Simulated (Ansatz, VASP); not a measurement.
## One calculation of NbOs3Au, two programs

```
Nb Os Au
1.0
     4.72581    0.00000    0.00000
     0.00000    4.72581    0.00000
     0.00000    0.00000    4.72581
Nb Os Au
1 3 1
Direct
  0.00000 0.00000 0.00000
  0.00000 0.50000 0.50000
  0.50000 0.00000 0.50000
  0.50000 0.50000 0.00000
  0.50000 0.50000 0.50000
```

Alike in both runs: functional PBE; k mesh 4 × 4 × 4; occupations gaussian, width 0.1 eV; no spin polarisation.

Ansatz relaxed the structure, and its values are those at the end. VASP's run is a single point on that final structure, the one shown.

|  | VASP | Ansatz |
| --- | --- | --- |
| version | VASP 6.6.1 | Ansatz 0.2.0 |
| potentials or method | VASP PAW PBE potentials, release 64 (Nb_sv, Os, Au), cutoff 520 eV | scalar-relativistic, plane waves, PAW |
| valence electrons in the cell | 48 | 80 |

```tsv
	VASP	Ansatz	Ansatz less VASP
gap on the k mesh at the Fermi level (eV)	none	none	-
pressure (GPa)	-0.4	0.0	+0.44
```

A gap of «none» marks a metal or a gap that the smearing closes. VASP's potentials hold 48 valence electrons a cell and Ansatz's 80, so a difference there can come from the potentials and not from the codes.

Neither program's run includes spin-orbit coupling.
